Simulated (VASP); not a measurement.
# In2Ga3As5 (an interface model) in VASP: notebook

Runs on In2Ga3As5 (an interface model). Level: PBEsol. Tasks: single point.

All numbers are computed with VASP 6.6.1; they aren't measurements. Logs are shortened: lines on timing, memory, paths and dates and some standing lists are left out, and cuts for length are marked.

## Step 1: The cell of the first run

The cell holds layers of an interface, 20 atoms: a = 4.304 Å, b = 6.087 Å, c = 19.936 Å, α = 90.00°, β = 90.00°, γ = 90.00°.

## Step 2: Single point, PBEsol

The input, INCAR:

```
SYSTEM = In2Ga3As5
PREC     = Accurate       ! precision mode
ENCUT    = 520            ! plane-wave cutoff, eV
EDIFF    = 1E-6           ! SCF threshold, eV
ISMEAR   = 1              ! smearing method
SIGMA    = 0.05           ! smearing width, eV
LREAL    = Auto         
LASPH    = .TRUE.         ! aspherical terms in the spheres
NELM     = 80             ! most SCF steps
ALGO     = Normal         ! electronic algorithm
ISIF     = 2              ! what is computed and relaxed
LWAVE    = .FALSE.        ! write WAVECAR
LCHARG   = .FALSE.        ! write CHGCAR
GGA      = PS             ! functional
NBANDS   = 106            ! bands
```

The input, KPOINTS:

```
regular mesh
0
G
  4 3 1
  0 0 0
```

The input, POSCAR:

```
In2Ga3As5
1.0
    3.0436690000     -3.0436690000      0.0000000000
    0.0000000000      0.0000000000      6.0873370000
  -14.0965830000    -14.0965830000      0.0000000000
In Ga As
4 6 10
Direct
    0.9855240000      0.9929330000      0.7835440000
    0.0075600000      0.9980520000      0.5677820000
    0.4930540000      0.4969520000      0.6766620000
    0.5044210000      0.4913850000      0.8920570000
    0.9950530000      0.0055920000      0.3758860000
    0.9890280000      0.0055270000      0.9988440000
    0.0132730000      0.0010160000      0.1898320000
    0.4975200000      0.4920190000      0.2863430000
    0.5060000000      0.5019220000      0.4721250000
    0.4991390000      0.4892580000      0.0917620000
    0.0044460000      0.2525360000      0.6740980000
    0.9887250000      0.2568810000      0.2823270000
    0.9818760000      0.2469350000      0.8896140000
    0.0128970000      0.2532750000      0.4712610000
    0.9857270000      0.2433650000      0.0988330000
    0.5180650000      0.7477540000      0.5679750000
    0.4976050000      0.7438410000      0.1917210000
    0.5059580000      0.7453800000      0.7853900000
    0.4897820000      0.7465490000      0.3801790000
    0.4989750000      0.7562460000      0.0008210000
```

Potentials or basis: VASP PAW PBE potentials, release 64 (In_d, Ga_d, As).

Run with:

```console
$ cat potpaw_PBE.64/In_d/POTCAR potpaw_PBE.64/Ga_d/POTCAR potpaw_PBE.64/As/POTCAR > POTCAR
$ mpirun -np 1 vasp_std > vasp.out
```

OUTCAR:

```text
SYSTEM = In2Ga3As5
   PREC = Accurate
   ENCUT = 520
   EDIFF = 1E-6
   ISMEAR = 1
   LREAL = Auto
   LASPH = .TRUE.
   NELM = 80
   ISIF = 2
   GGA = PS

 ion  position               nearest neighbor table
   1  0.986  0.993  0.784-  18 2.56  13 2.62  11 2.70  18 2.70
   2  0.008  0.998  0.568-  14 2.47  16 2.60  11 2.63  16 2.67
   3  0.493  0.497  0.677-  11 2.58  18 2.64  16 2.65  11 2.66
   4  0.504  0.491  0.892-  13 2.54  18 2.63  13 2.70  20 2.70
   5  0.995  0.006  0.376-  12 2.41  14 2.43  19 2.65  19 2.69
   6  0.989  0.006  0.999-  15 2.46  20 2.60  13 2.63  20 2.67
[... 12 lines left out ...]
  19  0.490  0.747  0.380-   9 2.36   8 2.43   5 2.65   5 2.69
  20  0.499  0.756  0.001-  10 2.43   6 2.60   6 2.67   4 2.70

  LATTYP: Found a simple orthorhombic cell.
 ALAT       =     4.3043979792
 B/A-ratio  =     1.4142133301
 C/A-ratio  =     4.6314441551

  Lattice vectors:

 A1 = (   3.0436690000,  -3.0436690000,   0.0000000000)
 A2 = (   0.0000000000,   0.0000000000,   6.0873370000)
 A3 = ( -14.0965830000, -14.0965830000,   0.0000000000)

Analysis of symmetry for initial positions (statically):
=====================================================================
 Subroutine PRICEL returns:
 Original cell was already a primitive cell.

 Routine SETGRP: Setting up the symmetry group for a
 simple orthorhombic supercell.

 Subroutine GETGRP returns: Found  1 space group operations
 (whereof  1 operations were pure point group operations)
 out of a pool of  8 trial point group operations.

The static configuration has the point symmetry C_1 .

Analysis of symmetry for dynamics (positions and initial velocities):
=====================================================================
 Subroutine PRICEL returns:
 Original cell was already a primitive cell.

 Routine SETGRP: Setting up the symmetry group for a
 simple orthorhombic supercell.

 Subroutine GETGRP returns: Found  1 space group operations
 (whereof  1 operations were pure point group operations)
 out of a pool of  8 trial point group operations.

The dynamic configuration has the point symmetry C_1 .

 Subroutine INISYM returns: Found  1 space group operations
 (whereof  1 operations are pure point group operations),
 and found     1 'primitive' translations

----------------------------------------------------------------------------------------

                                     Primitive cell

  volume of cell :     522.3584

  direct lattice vectors                    reciprocal lattice vectors
     3.043669000 -3.043669000  0.000000000     0.164275419 -0.164275419  0.000000000
     0.000000000  0.000000000  6.087337000     0.000000000  0.000000000  0.164275446
   -14.096583000-14.096583000  0.000000000    -0.035469589 -0.035469589  0.000000000

  length of vectors
     4.304397979  6.087337000 19.935578862     0.232320525  0.164275446  0.050161573

  position of ions in fractional coordinates (direct lattice)
     0.985524000  0.992933000  0.783544000
     0.007560000  0.998052000  0.567782000
     0.493054000  0.496952000  0.676662000
     0.504421000  0.491385000  0.892057000
     0.995053000  0.005592000  0.375886000
     0.989028000  0.005527000  0.998844000
[... 12 lines left out ...]
     0.489782000  0.746549000  0.380179000
     0.498975000  0.756246000  0.000821000

  ion indices of the primitive-cell ions
   primitive index   ion index
                 1           1
                 2           2
                 3           3
                 4           4
                 5           5
                 6           6
[... 12 lines left out ...]
                19          19
                20          20

----------------------------------------------------------------------------------------

 KPOINTS: regular mesh

Automatic generation of k-mesh.
 Grid dimensions read from file:
 generate k-points for:    4    3    1

 Generating k-lattice:

  Cartesian coordinates                     Fractional coordinates (reciprocal lattice)
     0.041068855 -0.041068855  0.000000000     0.250000000  0.000000000  0.000000000
     0.000000000  0.000000000  0.054758482     0.000000000  0.333333333  0.000000000
    -0.035469589 -0.035469589  0.000000000     0.000000000  0.000000000  1.000000000

  Length of vectors
     0.058080131  0.054758482  0.050161573

  Shift w.r.t. Gamma in fractional coordinates (k-lattice)
     0.000000000  0.000000000  0.000000000

 Subroutine IBZKPT returns following result:
 ===========================================

 Found      7 irreducible k-points:

 Following reciprocal coordinates:
            Coordinates               Weight
  0.000000  0.000000  0.000000      1.000000
  0.250000  0.000000  0.000000      2.000000
  0.500000  0.000000  0.000000      1.000000
  0.000000  0.333333  0.000000      2.000000
  0.250000  0.333333  0.000000      2.000000
  0.250000 -0.333333  0.000000      2.000000
  0.500000  0.333333  0.000000      2.000000
   k-points           NKPTS =      7   k-points in BZ     NKDIM =      7   number of bands    NBANDS=    106
   number of dos      NEDOS =    301   number of ions     NIONS =     20
   total plane-waves  NPLWV = 230400
   dimension x,y,z NGX =    32 NGY =   48 NGZ =  150
   dimension x,y,z NGXF=    64 NGYF=   96 NGZF=  300
   ions per type =               4   6  10
   NGX,Y,Z   is equivalent  to a cutoff of  12.36, 13.11, 12.51 a.u.
   NGXF,Y,Z  is equivalent  to a cutoff of  24.72, 26.22, 25.02 a.u.
 SYSTEM =  In2Ga3As5
   PREC   = accura    normal or accurate (medium, high low for compatibility)
   ISTART =      0    job   : 0-new  1-cont  2-samecut
   ICHARG =      2    charge: 1-file 2-atom 10-const
   ISPIN  =      1    spin polarized calculation?
   LNONCOLLINEAR =      F non collinear calculations
   LSORBIT =      F    spin-orbit coupling
   LASPH  =      T    aspherical Exc in radial PAW
   ENCUT  =  520.0 eV  38.22 Ry    6.18 a.u.   8.00 11.32 37.07*2*pi/ulx,y,z
   NELM   =     80;   NELMIN=  2; NELMDL= -5     # of ELM steps
   EDIFF  = 0.1E-05   stopping-criterion for ELM
   LREAL  =      T    real-space projection
   EDIFFG = 0.1E-04   stopping-criterion for IOM
   NSW    =      0    number of steps for IOM
   IBRION =     -1    ionic relax: 0-MD 1-quasi-New 2-CG
   NFREE  =      0    steps in history (QN), initial steepest desc. (CG)
   ISIF   =      2    stress and relaxation
   ISYM   =      2    0-nonsym 1-usesym 2-fastsym
   POTIM  = 0.5000    time-step for ionic-motion
   TEBEG  =    0.0;   TEEND  =   0.0 temperature during run
   PSTRESS=    0.0 pullay stress
   NELECT =     180.0000    total number of electrons
   NUPDOWN=      -1.0000    fix difference up-down
   EMIN   =  10.00;   EMAX   =-10.00  energy-range for DOS
   EFERMI =   0.00;   METHOD = LEGACY
   ISMEAR =     1;   SIGMA  =   0.05  broadening in eV -4-tet -1-fermi 0-gaus
   EFERMI_NEDOS =   21; number of points for ismear=-14 and -15
   IALGO  =     38    algorithm
   IMIX   =      4    mixing-type and parameters
     AMIX     =   0.40;   BMIX     =  1.00
     AMIX_MAG =   1.60;   BMIX_MAG =  1.00
  volume/ion in A,a.u.               =      26.12       176.25
  Fermi-wavevector in a.u.,A,eV,Ry     =   1.147738  2.168910 17.922992  1.317303
  Thomas-Fermi vector in A             =   2.284417
   LORBIT       =      0    0 simple, 1 ext, 2 COOP (PROOUT), +10 PAW based schemes
   GGA     = PS    functional components
   LHFCALC =     F    Hartree Fock is set to
   AEXX    =    0.0000 exact exchange contribution
   IVDW    =     0    specifies the selected vdW correction
   LEPSILON=     F    determine dielectric tensor
   LRPA    =     F    only Hartree local field effects (RPA)
 non-spin polarized calculation
 Methfessel and Paxton  Order N= 1 SIGMA  =   0.05
  energy-cutoff  :      520.00
  volume of cell :      522.36
 maximum number of plane-waves:     14148
   NGX = 17   NGY = 23   NGZ = 75

 number of electron     180.0000010 magnetization

 Free energy of the ion-electron system (eV)
  ---------------------------------------------------
  ext. energy  EPLUGINS =         0.00000000
  ---------------------------------------------------
  free energy    TOTEN  =       -86.24648354 eV

  energy without entropy =      -86.24702144  energy(sigma->0) =      -86.24666284

 E-fermi :   3.6146     XC(G=0):  -9.2940

 val. band max:        3.5729422193   @ k =   0.2500   0.0000   0.0000
 cond. band min:       3.7931698463   @ k =   0.0000   0.0000   0.0000
 fundamental gap:      0.2202276271
 Fermi energy:         3.6145799369

 k-point     1 :       0.0000    0.0000    0.0000
  band No.  band energies     occupation
      1     -11.3089      2.00000
      2     -11.2817      2.00000
      3     -11.2705      2.00000
      4     -11.2350      2.00000
      5     -11.2252      2.00000
      6     -11.2108      2.00000
[... 94 lines left out ...]
    101       5.8421      0.00000
    102       6.4166      0.00000

 k-point     2 :       0.2500    0.0000    0.0000
  band No.  band energies     occupation
      1     -11.3128      2.00000
      2     -11.2766      2.00000
      3     -11.2735      2.00000
      4     -11.2423      2.00000
      5     -11.2283      2.00000
      6     -11.2148      2.00000
[... 94 lines left out ...]
    101       6.6130      0.00000
    102       6.6896      0.00000

 k-point     3 :       0.5000    0.0000    0.0000
  band No.  band energies     occupation
      1     -11.3173      2.00000
      2     -11.2775      2.00000
      3     -11.2717      2.00000
      4     -11.2495      2.00000
      5     -11.2331      2.00000
      6     -11.2205      2.00000
[... 94 lines left out ...]
    101       6.5621      0.00000
    102       6.5933      0.00000

 k-point     4 :       0.0000    0.3333    0.0000
  band No.  band energies     occupation
      1     -11.3091      2.00000
      2     -11.2724      2.00000
      3     -11.2676      2.00000
      4     -11.2390      2.00000
      5     -11.2267      2.00000
      6     -11.2187      2.00000
[... 94 lines left out ...]
    101       6.2003      0.00000
    102       6.5093      0.00000

 k-point     5 :       0.2500    0.3333    0.0000
  band No.  band energies     occupation
      1     -11.3113      2.00000
      2     -11.2720      2.00000
      3     -11.2680      2.00000
      4     -11.2418      2.00000
      5     -11.2280      2.00000
      6     -11.2181      2.00000
[... 94 lines left out ...]
    101       7.0515      0.00000
    102       7.1897      0.00000

 k-point     6 :       0.2500   -0.3333    0.0000
  band No.  band energies     occupation
      1     -11.3116      2.00000
      2     -11.2715      2.00000
      3     -11.2689      2.00000
      4     -11.2421      2.00000
      5     -11.2281      2.00000
      6     -11.2181      2.00000
[... 94 lines left out ...]
    101       7.1125      0.00000
    102       7.1449      0.00000

 k-point     7 :       0.5000    0.3333    0.0000
  band No.  band energies     occupation
      1     -11.3143      2.00000
      2     -11.2727      2.00000
      3     -11.2696      2.00000
      4     -11.2454      2.00000
      5     -11.2306      2.00000
      6     -11.2196      2.00000
[... 94 lines left out ...]
    101       7.0923      0.00000
    102       7.1600      0.00000
 [bands above 102 left out]

------------------------ aborting loop because EDIFF is reached ----------------------------------------

  FORCE on cell =-STRESS in cart. coord.  units (eV):
  Direction    XX          YY          ZZ          XY          YZ          ZX
  --------------------------------------------------------------------------------------
  -------------------------------------------------------------------------------------
  Total       -2.2812303     -2.1774720    -10.9504278     12.5822795      1.0284165      1.6974804
  in kB       -6.9969875     -6.6787402    -33.5871424     38.5923562      3.1543581      5.2065104
  external PRESSURE =     -15.7542900 kB  Pullay stress =       0.0000000 kB

 VOLUME and BASIS-vectors are now :
 -----------------------------------------------------------------------------
  energy-cutoff  :      520.00
  volume of cell :      522.36
      direct lattice vectors                 reciprocal lattice vectors
     3.043669000 -3.043669000  0.000000000     0.164275419 -0.164275419  0.000000000
     0.000000000  0.000000000  6.087337000     0.000000000  0.000000000  0.164275446
   -14.096583000-14.096583000  0.000000000    -0.035469589 -0.035469589  0.000000000

 POSITION                                       TOTAL-FORCE (eV/Angst)
 -----------------------------------------------------------------------------------
     -8.04568    -14.04490      6.04432         0.656226     -0.230687      0.237189
     -7.98078     -8.02680      6.07548        -0.397020     -0.844875     -0.654607
     -8.03793    -11.03932      3.02511         0.316443     -0.252076      0.232676
    -11.03966    -14.11025      2.99123        -0.673080      0.307187      0.472387
     -2.27010     -8.32732      0.03404        -0.196624     -0.087737     -0.866462
    -11.07001    -17.09056      0.03364         0.388084      0.259292     -0.293135
[... 12 lines left out ...]
     -3.86849     -6.84996      4.54450         0.439941      0.267064      1.091119
      1.50714     -1.53029      4.60352         0.346528      0.585778      0.430218
 -----------------------------------------------------------------------------------
    total drift:                                0.022288     -0.000358      0.023283

  FREE ENERGIE OF THE ION-ELECTRON SYSTEM (eV)
  ---------------------------------------------------
  free  energy   TOTEN  =       -86.2464835405 eV

  energy  without entropy=      -86.2470214375  energy(sigma->0) =      -86.24666284
```

It took 9.3 min on 1 thread of Intel Xeon Platinum 8488C (Sapphire Rapids), shared host; peak memory 0.63 GiB.

What came out:

| Quantity | Value |
| --- | --- |
| Free energy | -86.2465 eV |
| Pressure | -1.6 GPa |
| Largest force | 1.675 eV/Å |
| Band gap on the k mesh | 0.22 eV, indirect (least direct gap 0.29 eV) |

Forces on the atoms (eV/Å):
```
In   0.656 -0.231  0.237
In  -0.397 -0.845 -0.655
In   0.316 -0.252  0.233
In  -0.673  0.307  0.472
Ga  -0.197 -0.088 -0.866
Ga   0.388  0.259 -0.293
Ga  -0.498 -0.195 -1.409
Ga  -0.079  0.230 -0.220
Ga  -0.207 -0.367 -0.919
Ga  -0.608 -0.254 -0.125
As  -0.598 -0.083 -0.398
As   0.076 -0.262  0.371
As  -0.009 -1.162 -0.670
As   0.404  0.607  1.439
As   1.105  0.708  1.040
As  -0.602 -0.042 -0.185
As   0.494  0.221  0.529
As  -0.359  0.596 -0.103
As   0.440  0.267  1.091
As   0.347  0.586  0.430
```

Stress tensor (GPa, compression positive):
```
-0.70  3.86  0.52
 3.86 -0.67  0.32
 0.52  0.32 -3.36
```

Levels at points of the mesh, in eV from the valence-band top:
| k point | band 88 | band 89 | band 90 | band 91 | band 92 | band 93 |
| --- | --- | --- | --- | --- | --- | --- |
| (0.00, 0.00, 0.00) | -0.22 | -0.11 | -0.07 | 0.22 | 0.96 | 1.03 |
| (0.50, 0.00, 0.00) | -1.84 | -0.77 | -0.64 | 1.31 | 1.45 | 1.50 |

Caveat: the PAW data sets were made with another functional, which shifts forces and pressure a little; spin-orbit coupling is left out, which moves the levels of the heavy elements.

(Part 1 of 2 ends here.)
